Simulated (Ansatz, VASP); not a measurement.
One calculation of Rh, two programs

```
Rh
1.0
     2.72910    0.00000    0.00000
    -1.36455    2.36347    0.00000
     0.00000    0.00000    9.19300
Rh
4
Direct
  0.00000 0.00000 0.00000
  0.33333 0.66667 0.25000
  0.00000 0.00000 0.50000
  0.66667 0.33333 0.75000
```

Alike in both runs: task single point; functional PBEsol; k mesh 18 × 18 × 6; occupations gaussian, width 0.15 eV; no spin polarisation.

```csv
,VASP,Ansatz
version,VASP 6.6.1,Ansatz 0.2.0
potentials or method,"VASP PAW PBE potentials, release 64 (Rh_pv), cutoff 520 eV","scalar-relativistic, plane waves, PAW"
valence electrons in the cell,60,68
```

|  | VASP | Ansatz | Ansatz less VASP |
| --- | --- | --- | --- |
| gap on the k mesh at the Fermi level (eV) | none | none | - |
| pressure (GPa) | -20.9 | -20.9 | +0.03 |
| traceless stress, the component that is largest in VASP (GPa) | -5.53 | -5.54 | -0.012 |

VASP's potentials were made for PBE, not for PBEsol, and Ansatz warns of the same on its side. A gap of «none» marks a metal or a gap that the smearing closes. VASP's potentials hold 60 valence electrons a cell and Ansatz's 68, so a difference there can come from the potentials and not from the codes.
